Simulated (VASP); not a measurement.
# Cu (I4/mmm) in VASP: notebook, part 2 of 2

VASP 6.6.1. Earlier steps stand in the parts before.

## Step 4: Single point, PBE

The input, INCAR:

```
SYSTEM = Cu
ALGO = Fast
EDIFF = 1E-7
ENCUT = 520
GGA = PE
ISIF = 2
ISMEAR = 0
LASPH = .TRUE.
LCHARG = .TRUE.
LELF = .TRUE.
LREAL = .FALSE.
LVHAR = .TRUE.
LWAVE = .FALSE.
NBANDS = 12
NELM = 60
PREC = Accurate
SIGMA = 0.15
```

The input, KPOINTS:

```
k-points
0
G
  24 24 24
  0 0 0
```

The input, POSCAR:

```
Cu
1.0
    0.0000000000      1.7783416754      1.8672587591
    1.7783416754      0.0000000000      1.8672587591
    1.7783416754      1.7783416754      0.0000000000
Cu
1
Direct
    0.0000000000      0.0000000000      0.0000000000
```

Potentials or basis: VASP PAW PBE potentials, release 64 (Cu).

Started as:

```bash
$ cat potpaw_PBE.64/Cu/POTCAR > POTCAR
$ mpirun -np 1 vasp_std > vasp.out
```

OUTCAR:

```text
SYSTEM = Cu
   EDIFF = 1E-7
   ENCUT = 520
   GGA = PE
   ISIF = 2
   ISMEAR = 0
   LASPH = .TRUE.
   LREAL = .FALSE.
   NELM = 60
   PREC = Accurate

 ion  position               nearest neighbor table
   1  0.000  0.000  0.000-

  LATTYP: Found a body centered tetragonal cell.
 ALAT       =     2.5149549159
 C/A-ratio  =     1.4849242404

  Lattice vectors:

 A1 = (  -1.7783416754,   0.0000000000,   1.8672587591)
 A2 = (   1.7783416754,   0.0000000000,   1.8672587591)
 A3 = (   0.0000000000,   1.7783416754,  -1.8672587591)

Analysis of symmetry for initial positions (statically):
=====================================================================
 Subroutine PRICEL returns:
 Original cell was already a primitive cell.

 Routine SETGRP: Setting up the symmetry group for a
 body centered tetragonal supercell.

 Subroutine GETGRP returns: Found 16 space group operations
 (whereof 16 operations were pure point group operations)
 out of a pool of 16 trial point group operations.

The static configuration has the point symmetry D_4h.

Analysis of symmetry for dynamics (positions and initial velocities):
=====================================================================
 Subroutine PRICEL returns:
 Original cell was already a primitive cell.

 Routine SETGRP: Setting up the symmetry group for a
 body centered tetragonal supercell.

 Subroutine GETGRP returns: Found 16 space group operations
 (whereof 16 operations were pure point group operations)
 out of a pool of 16 trial point group operations.

The dynamic configuration has the point symmetry D_4h.

 Subroutine INISYM returns: Found 16 space group operations
 (whereof 16 operations are pure point group operations),
 and found     1 'primitive' translations

----------------------------------------------------------------------------------------

                                     Primitive cell

  volume of cell :      11.8104

[... 112 lines left out ...]
   LHFCALC =     F    Hartree Fock is set to
   AEXX    =    0.0000 exact exchange contribution
   IVDW    =     0    specifies the selected vdW correction
   LEPSILON=     F    determine dielectric tensor
   LRPA    =     F    only Hartree local field effects (RPA)
 non-spin polarized calculation
 RMM-DIIS sequential band-by-band and
 Gauss-broadening in eV      SIGMA  =   0.15
  energy-cutoff  :      520.00
  volume of cell :       11.81
 maximum number of plane-waves:       339
   NGX =  9   NGY =  9   NGZ =  9

 number of electron      11.0000012 magnetization

 Free energy of the ion-electron system (eV)
  ---------------------------------------------------
  ext. energy  EPLUGINS =         0.00000000
  ---------------------------------------------------
  free energy    TOTEN  =        -3.72497390 eV

  energy without entropy =       -3.72214919  energy(sigma->0) =       -3.72356154

 E-fermi :   7.6060     XC(G=0): -12.7256

 val. band max:        7.5890101573   @ k =  -0.2500   0.2500   0.1250
 cond. band min:       7.6236499125   @ k =   0.5000   0.0417   0.1667
 fundamental gap:      0.0346397553
 Fermi energy:         7.6059795724

 k-point     1 :       0.0000    0.0000    0.0000
  band No.  band energies     occupation
      1      -1.7652      2.00000
      2       4.3994      2.00000
      3       4.6442      2.00000
      4       4.6442      2.00000
      5       5.2520      2.00000
      6       5.4955      2.00000
      7      30.2252      0.00000
      8      32.7308      0.00000
      9      32.9065      0.00000
     10      32.9065      0.00000
     11      35.3051      0.00000
     12      35.3056      0.00000
[... 331 lines left out ...]
 k-point    24 :       0.4583    0.0417    0.0000
  band No.  band energies     occupation
      1       2.4727      2.00000
      2       4.3985      2.00000
      3       4.6805      2.00000
      4       5.5737      2.00000
      5       5.8948      2.00000
      6       6.4416      2.00000
      7      12.2287      0.00000
      8      27.3749      0.00000
      9      29.5870      0.00000
     10      29.6554      0.00000
     11      32.6313      0.00000
     12      34.4704      0.00000

 [... further k-points ...]

------------------------ aborting loop because EDIFF is reached ----------------------------------------

  FORCE on cell =-STRESS in cart. coord.  units (eV):
  Direction    XX          YY          ZZ          XY          YZ          ZX
  --------------------------------------------------------------------------------------
  -------------------------------------------------------------------------------------
  Total        0.2672960      0.2672960      0.0151088      0.0000000      0.0000000      0.0000000
  in kB       36.2608611     36.2608611      2.0496320      0.0000000      0.0000000      0.0000000
  external PRESSURE =      24.8571181 kB  Pullay stress =       0.0000000 kB

 VOLUME and BASIS-vectors are now :
 -----------------------------------------------------------------------------
  energy-cutoff  :      520.00
  volume of cell :       11.81
      direct lattice vectors                 reciprocal lattice vectors
     0.000000000  1.778341675  1.867258759    -0.281160818  0.281160818  0.267772208
     1.778341675  0.000000000  1.867258759     0.281160818 -0.281160818  0.267772208
     1.778341675  1.778341675  0.000000000     0.281160818  0.281160818 -0.267772208

 POSITION                                       TOTAL-FORCE (eV/Angst)
 -----------------------------------------------------------------------------------
      0.00000      0.00000      0.00000         0.000000      0.000000      0.000000
 -----------------------------------------------------------------------------------
    total drift:                                0.000000     -0.000000      0.000000

  FREE ENERGIE OF THE ION-ELECTRON SYSTEM (eV)
  ---------------------------------------------------
  free  energy   TOTEN  =        -3.7249738988 eV

  energy  without entropy=       -3.7221491902  energy(sigma->0) =       -3.72356154
```

OSZICAR:

```text
N       E                     dE             d eps       ncg     rms          rms(c)
DAV:   1     0.427656163578E+02    0.42766E+02   -0.54292E+03 28368   0.153E+03
DAV:   2    -0.327017512526E+01   -0.46036E+02   -0.42494E+02 26312   0.205E+02
DAV:   3    -0.461944439540E+01   -0.13493E+01   -0.13397E+01 29892   0.401E+01
DAV:   4    -0.462780669879E+01   -0.83623E-02   -0.83611E-02 28824   0.280E+00
DAV:   5    -0.462788492361E+01   -0.78225E-04   -0.78224E-04 30220   0.275E-01    0.768E+00
RMM:   6    -0.407542495697E+01    0.55246E+00   -0.31624E+00 31909   0.330E+01    0.437E+00
RMM:   7    -0.373855539933E+01    0.33687E+00   -0.46792E-01 31720   0.123E+01    0.988E-01
RMM:   8    -0.372614146736E+01    0.12414E-01   -0.11733E-02 32640   0.115E+00    0.265E-01
RMM:   9    -0.372491751438E+01    0.12240E-02   -0.26157E-03 33378   0.939E-01    0.257E-02
RMM:  10    -0.372496452453E+01   -0.47010E-04   -0.44643E-04 33962   0.278E-01    0.128E-02
RMM:  11    -0.372497244987E+01   -0.79253E-05   -0.67091E-05 36406   0.895E-02    0.863E-03
RMM:  12    -0.372497373861E+01   -0.12887E-05   -0.91898E-06 35354   0.329E-02    0.175E-03
RMM:  13    -0.372497396791E+01   -0.22930E-06   -0.14020E-06 31848   0.113E-02    0.576E-04
RMM:  14    -0.372497389878E+01    0.69124E-07   -0.18030E-07 25005   0.497E-03
   1 F= -.37249739E+01 E0= -.37235615E+01  d E =-.282471E-02
```

Wall time 1.8 min (1 thread of Intel Xeon Platinum 8375C at 2.90GHz (Ice Lake), shared host); peak memory 0.26 GiB.

What came out:

```
Free energy : -3.7250 eV
Pressure    : 2.5 GPa
```

Levels at points of the mesh, in eV from the Fermi level:
| k point | band 2 | band 3 | band 4 | band 5 | band 6 | band 7 | band 8 | band 9 | band 10 | band 11 |
| --- | --- | --- | --- | --- | --- | --- | --- | --- | --- | --- |
| (0.00, 0.00, 0.00) | -3.21 | -2.96 | -2.96 | -2.35 | -2.11 | 22.62 | 25.12 | 25.30 | 25.30 | 27.70 |
| (0.50, 0.00, 0.00) | -3.20 | -2.96 | -1.70 | -1.61 | -1.02 | 3.75 | 20.21 | 22.17 | 22.88 | 24.29 |
| (0.50, 0.50, 0.00) | -4.43 | -1.66 | -1.53 | -1.53 | 0.81 | 6.26 | 13.84 | 13.84 | 18.21 | 20.97 |
| (0.50, 0.00, 0.50) | -4.44 | -1.69 | -1.59 | -1.43 | 1.83 | 7.53 | 12.65 | 12.76 | 17.26 | 19.90 |

## Step 5: Overview

```tsv
cell	gap on the mesh (eV)	pressure (GPa)
a = 2.603, b = 2.603, c = 2.476 Å, angles 61.6, 61.6, 56.8°, 1 atom	none	2.9
a = 2.540, b = 2.540, c = 2.591 Å, angles 59.3, 59.3, 61.3°, 1 atom	none	2.4
a = 2.579, b = 2.579, c = 2.515 Å, angles 60.8, 60.8, 58.4°, 1 atom	none	2.5
```

Alike in all rows: task single point; level PBE; potentials or basis VASP PAW PBE potentials, release 64 (Cu); no spin polarisation; k mesh 24 × 24 × 24; cutoff (eV) 520; smearing gaussian 0.15 eV.

Absolute energies hang on the potentials; compare differences alone.
